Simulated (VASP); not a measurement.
# TiH (I4/mmm) in VASP: further runs, part 2 of 2

VASP 6.6.1. Earlier steps stand in the parts before.

## 3. Single point, PBEsol (biaxial strain in the a-b plane: +1.5 %)

INCAR

```
PREC = Accurate
ENCUT = 520
EDIFF = 1E-6
ISMEAR = 0
SIGMA = 0.1
LREAL = F
LASPH = T
NELM = 80
ALGO = Normal
ISIF = 2
LWAVE = F
LCHARG = T
GGA = PS
LELF = T
LVHAR = T
NBANDS = 21
```

KPOINTS

```
regular mesh
0
Gamma
  14 14 10
```

POSCAR

```
TiH
1.0
    2.1029229772      2.1029229772      0.0000000000
   -2.1029229772      2.1029229772      0.0000000000
    0.0000000000      0.0000000000      4.1063973802
Ti H
2 2
Direct
    0.0000000000      0.0000000000      0.0000000000
    0.5000000000      0.5000000000      0.5000000000
    0.5000000000      0.5000000000      0.0000000000
    0.0000000000      0.0000000000      0.5000000000
```

Potentials or basis: VASP PAW PBE potentials, release 64 (Ti_sv, H).

Run with:

```
> cat potpaw_PBE.64/Ti_sv/POTCAR potpaw_PBE.64/H/POTCAR > POTCAR
> mpirun -np 1 vasp_std > vasp.out
```

OUTCAR:

```text
PREC = Accurate
   ENCUT = 520
   EDIFF = 1E-6
   ISMEAR = 0
   LREAL = F
   LASPH = T
   NELM = 80
   ISIF = 2
   GGA = PS

 ion  position               nearest neighbor table
   1  0.000  0.000  0.000-
   2  0.500  0.500  0.500-
   3  0.500  0.500  0.000-
   4  0.000  0.000  0.500-

  LATTYP: Found a simple tetragonal cell.
 ALAT       =     2.9739821950
 C/A-ratio  =     1.3807740299

  Lattice vectors:

 A1 = (   2.1029229772,   2.1029229772,   0.0000000000)
 A2 = (  -2.1029229772,   2.1029229772,   0.0000000000)
 A3 = (   0.0000000000,   0.0000000000,   4.1063973802)

Analysis of symmetry for initial positions (statically):
=====================================================================
 Subroutine PRICEL returns following result:

  LATTYP: Found a body centered tetragonal cell.
 ALAT       =     2.9739821950
 C/A-ratio  =     1.3807740299

  Lattice vectors:

 A1 = (   0.0000000000,  -2.1029229772,  -2.0531986901)
 A2 = (   0.0000000000,   2.1029229772,  -2.0531986901)
 A3 = (   2.1029229772,   0.0000000000,   2.0531986901)

   2 primitive cells build up your supercell.

 Routine SETGRP: Setting up the symmetry group for a
 simple tetragonal supercell.

 Subroutine GETGRP returns: Found 16 space group operations
 (whereof 16 operations were pure point group operations)
 out of a pool of 16 trial point group operations.

The static configuration has the point symmetry D_4h.

Analysis of symmetry for dynamics (positions and initial velocities):
=====================================================================
 Subroutine PRICEL returns following result:

  LATTYP: Found a body centered tetragonal cell.
 ALAT       =     2.9739821950
[... 125 lines left out ...]
   POTIM  = 0.5000    time-step for ionic-motion
   TEBEG  =    0.0;   TEEND  =   0.0 temperature during run
   PSTRESS=    0.0 pullay stress
   NELECT =      26.0000    total number of electrons
   NUPDOWN=      -1.0000    fix difference up-down
   EMIN   =  10.00;   EMAX   =-10.00  energy-range for DOS
   EFERMI =   0.00;   METHOD = LEGACY
   ISMEAR =     0;   SIGMA  =   0.10  broadening in eV -4-tet -1-fermi 0-gaus
   EFERMI_NEDOS =   21; number of points for ismear=-14 and -15
   IALGO  =     38    algorithm
   IMIX   =      4    mixing-type and parameters
     AMIX     =   0.40;   BMIX     =  1.00
     AMIX_MAG =   1.60;   BMIX_MAG =  1.00
  volume/ion in A,a.u.               =       9.08        61.27
  Fermi-wavevector in a.u.,A,eV,Ry     =   1.464491  2.767487 29.180877  2.144734
  Thomas-Fermi vector in A             =   2.580461
   LORBIT       =      0    0 simple, 1 ext, 2 COOP (PROOUT), +10 PAW based schemes
   GGA     = PS    functional components
   LHFCALC =     F    Hartree Fock is set to
   AEXX    =    0.0000 exact exchange contribution
   IVDW    =     0    specifies the selected vdW correction
   LEPSILON=     F    determine dielectric tensor
   LRPA    =     F    only Hartree local field effects (RPA)
 non-spin polarized calculation
 Gauss-broadening in eV      SIGMA  =   0.10
  energy-cutoff  :      520.00
  volume of cell :       36.32
 maximum number of plane-waves:       997
 NGX is ok and might be reduce to    24
   NGX = 11   NGY = 11   NGZ = 15

 number of electron      25.9999997 magnetization

 Free energy of the ion-electron system (eV)
  ---------------------------------------------------
  ext. energy  EPLUGINS =         0.00000000
  ---------------------------------------------------
  free energy    TOTEN  =       -24.85156860 eV

  energy without entropy =      -24.83071465  energy(sigma->0) =      -24.84114163

 E-fermi :   8.7158     XC(G=0): -12.0800

 val. band max:        8.7131521334   @ k =   0.2857   0.1429   0.4000
 cond. band min:       8.7160205593   @ k =   0.2857   0.0000   0.3000
 fundamental gap:      0.0028684259
 Fermi energy:         8.7157605643

 k-point     1 :       0.0000    0.0000    0.0000
  band No.  band energies     occupation
      1     -47.7597      2.00000
      2     -47.6062      2.00000
      3     -24.3753      2.00000
      4     -24.0191      2.00000
      5     -24.0191      2.00000
      6     -23.7952      2.00000
[... 565 lines left out ...]
     20      13.8017      0.00000
     21      15.9548      0.00000

 [... further k-points ...]
[... 5 lines left out ...]
  --------------------------------------------------------------------------------------
  -------------------------------------------------------------------------------------
  Total       -0.6947059     -0.6947059     -0.6907325      0.0000000     -0.0000000     -0.0000000
  in kB      -30.6460055    -30.6460055    -30.4707260      0.0000000     -0.0000000     -0.0000000
  external PRESSURE =     -30.5875790 kB  Pullay stress =       0.0000000 kB

 VOLUME and BASIS-vectors are now :
 -----------------------------------------------------------------------------
  energy-cutoff  :      520.00
  volume of cell :       36.32
      direct lattice vectors                 reciprocal lattice vectors
     2.102922977  2.102922977  0.000000000     0.237764295  0.237764295  0.000000000
    -2.102922977  2.102922977  0.000000000    -0.237764295  0.237764295  0.000000000
     0.000000000  0.000000000  4.106397380     0.000000000  0.000000000  0.243522462

 POSITION                                       TOTAL-FORCE (eV/Angst)
 -----------------------------------------------------------------------------------
      0.00000      0.00000      0.00000        -0.000000      0.000000      0.000000
      0.00000      2.10292      2.05320         0.000000     -0.000000     -0.000000
      0.00000      2.10292      0.00000         0.000000      0.000000      0.000000
      0.00000      0.00000      2.05320         0.000000      0.000000      0.000000
 -----------------------------------------------------------------------------------
    total drift:                               -0.000000      0.000000     -0.000000

  FREE ENERGIE OF THE ION-ELECTRON SYSTEM (eV)
  ---------------------------------------------------
  free  energy   TOTEN  =       -24.8515686032 eV

  energy  without entropy=      -24.8307146535  energy(sigma->0) =      -24.84114163
```

OSZICAR:

```text
N       E                     dE             d eps       ncg     rms          rms(c)
DAV:   1     0.269635128811E+03    0.26964E+03   -0.13301E+04  9080   0.151E+03
DAV:   2    -0.237607528756E+01   -0.27201E+03   -0.26569E+03  9247   0.432E+02
DAV:   3    -0.269759670462E+02   -0.24600E+02   -0.24154E+02 16249   0.117E+02
DAV:   4    -0.280919819321E+02   -0.11160E+01   -0.11051E+01 11075   0.217E+01
DAV:   5    -0.281331511880E+02   -0.41169E-01   -0.41163E-01 13370   0.354E+00    0.159E+01
DAV:   6    -0.248853759053E+02    0.32478E+01   -0.10344E+01 11046   0.325E+01    0.339E+00
DAV:   7    -0.248430961103E+02    0.42280E-01   -0.74432E-01 13152   0.529E+00    0.185E+00
DAV:   8    -0.248494997088E+02   -0.64036E-02   -0.11129E-01 11118   0.315E+00    0.568E-01
DAV:   9    -0.248516810246E+02   -0.21813E-02   -0.10958E-02 12613   0.864E-01    0.138E-01
DAV:  10    -0.248515798337E+02    0.10119E-03   -0.11104E-03 10867   0.260E-01    0.433E-02
DAV:  11    -0.248515761895E+02    0.36442E-05   -0.10113E-04 11518   0.820E-02    0.193E-02
DAV:  12    -0.248515683706E+02    0.78189E-05   -0.69558E-06 11195   0.258E-02    0.282E-03
DAV:  13    -0.248515686032E+02   -0.23258E-06   -0.27561E-07  6201   0.361E-03
   1 F= -.24851569E+02 E0= -.24841142E+02  d E =-.208539E-01
```

stdout:

```text
POSCAR found type information on POSCAR TiH
 POSCAR found :  2 types and       4 ions
 scaLAPACK will be used
 -----------------------------------------------------------------------------
|                                                                             |
|                                                                             |
|     You enforced a specific xc type in the INCAR file but a different       |
|     I HOPE YOU KNOW WHAT YOU ARE DOING!                                     |
|                                                                             |
 -----------------------------------------------------------------------------

 LDA part: xc-table for (Slater+PW92), standard interpolation
 POSCAR, INCAR and KPOINTS ok, starting setup
 FFT: planning ... GRIDC
 FFT: planning ... GRID_SOFT
 FFT: planning ... GRID
 WAVECAR not read
 entering main loop
```

Run time: 87 s. Hardware: 1 thread of AMD EPYC 7R13 (Zen 3), shared host; peak memory 0.23 GiB.

Results:

```yaml
Free_energy: -24.8516 eV
Pressure: -3.1 GPa
Band_gap_on_the_k_mesh: zero (bands 13 and 14 overlap by 2.38 eV)
```

Levels at points of the mesh, in eV from the Fermi level:
| k point | band 10 | band 11 | band 12 | band 13 | band 14 | band 15 | band 16 | band 17 |
| --- | --- | --- | --- | --- | --- | --- | --- | --- |
| (0.00, 0.00, 0.00) | -6.79 | -1.89 | 0.62 | 0.62 | 0.82 | 1.90 | 2.08 | 2.26 |
| (0.50, 0.00, 0.00) | -6.22 | -1.20 | -1.20 | -0.59 | -0.59 | 1.09 | 1.09 | 2.16 |
| (0.50, 0.50, 0.00) | -6.82 | -1.85 | -1.85 | 1.49 | 1.49 | 3.23 | 3.23 | 3.61 |
| (0.00, 0.00, 0.50) | -7.60 | -0.71 | -0.71 | 0.53 | 0.53 | 1.68 | 1.68 | 1.68 |
| (0.50, 0.00, 0.50) | -5.01 | -3.14 | -3.14 | 0.19 | 0.19 | 0.38 | 0.38 | 3.27 |
| (0.50, 0.50, 0.50) | -5.96 | -0.81 | -0.81 | -0.81 | -0.81 | 1.51 | 1.51 | 3.61 |

Caveat: the cell differs from its parent crystal (biaxial strain in the a-b plane: +1.5 %); the cell stands under tension; the PAW data sets were made with another functional, which shifts forces and pressure a little.
